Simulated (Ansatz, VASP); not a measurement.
Two plane-wave programs on O

INCAR

```
SYSTEM = O
PREC = Accurate
ENCUT = 520
EDIFF = 1E-6
ISMEAR = 0
SIGMA = 0.05
LREAL = .FALSE.
LASPH = .TRUE.
NELM = 100
ALGO = Normal
ISIF = 2
LWAVE = .FALSE.
LCHARG = .TRUE.
GGA = PS
LELF = .TRUE.
LVHAR = .TRUE.
NBANDS = 20
```

KPOINTS

```
regular mesh
0
G
  6 6 6
  0 0 0
```

Contents of POSCAR:

```
O
1.0
    3.8922577200      0.0000000000      0.0000000000
    0.0000000000      3.7894570000      0.0000000000
   -0.9966562300      0.0000000000      3.0420171307
O
4
Direct
    0.3329660000      0.6941230000      0.6812950000
    0.6670340000      0.6941230000      0.8187050000
    0.6670340000      0.3058770000      0.3187050000
    0.3329660000      0.3058770000      0.1812950000
```

Input for Ansatz:

```yaml
crystal:
  lattice:
    - [3.89225772, 0.0, 0.0]
    - [0.0, 3.789457, 0.0]
    - [-0.99665623, 0.0, 3.0420171306999997]
  atoms:
    - { symbol: O, position: [0.332966, 0.694123, 0.681295] }
    - { symbol: O, position: [0.667034, 0.694123, 0.818705] }
    - { symbol: O, position: [0.667034, 0.305877, 0.318705] }
    - { symbol: O, position: [0.332966, 0.305877, 0.181295] }
basis:
  ecutwfc: 520.0
kpoints:
  mp_grid:
    grid: [6, 6, 6]
hamiltonian:
  xc: pbesol
scf:
  occupations:
    method: gaussian
    width: 0.05
output:
  stress: true
```

Alike in both runs: task single point; functional PBEsol; k mesh 6 × 6 × 6; occupations gaussian, width 0.05 eV; no spin polarisation.

```csv
,VASP,Ansatz
version,VASP 6.6.1,Ansatz 0.2.0
potentials or method,"VASP PAW PBE potentials, release 64 (O), cutoff 520 eV","plane waves, PAW"
valence electrons in the cell,24,24
```

|  | VASP | Ansatz | Ansatz less VASP |
| --- | --- | --- | --- |
| pressure (GPa) | -3.4 | -6.4 | -2.93 |
| traceless stress, the component that is largest in VASP (GPa) | -2.60 | -5.73 | -3.127 |

VASP's potentials were made for PBE, not for PBEsol.

Noted on VASP's run: the standard files for N, O and F lose accuracy on very short bonds; spin is off for a triplet molecule.
